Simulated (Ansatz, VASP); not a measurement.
## Ca3Zr2N: VASP beside Ansatz

```
Ca Zr N
1.0
     5.33757    0.00000    0.00000
     0.00000    5.33757    0.00000
     0.00000    0.00000    5.02632
Ca Zr N
3 2 1
Direct
  0.00000 0.00000 0.00000
  0.00000 0.50000 0.50000
  0.50000 0.00000 0.50000
  0.00000 0.00000 0.50000
  0.50000 0.50000 0.50000
  0.50000 0.50000 0.00000
```

Alike in both runs: task single point; functional PBE; k mesh 4 × 4 × 4; occupations gaussian, width 0.1 eV; no spin polarisation.

|  | VASP | Ansatz |
| --- | --- | --- |
| version | VASP 6.6.1 | Ansatz 0.2.0 |
| potentials or method | VASP PAW PBE potentials, release 64 (Ca_sv, Zr_sv, N), cutoff 520 eV | scalar-relativistic, plane waves, PAW |
| valence electrons in the cell | 59 | 59 |

```csv
,VASP,Ansatz,Ansatz less VASP
gap on the k mesh at the Fermi level (eV),none,none,-
pressure (GPa),9.2,8.9,-0.26
"traceless stress, the component that is largest in VASP (GPa)",-14.31,-14.34,-0.029
```

A gap of «none» marks a metal or a gap that the smearing closes.
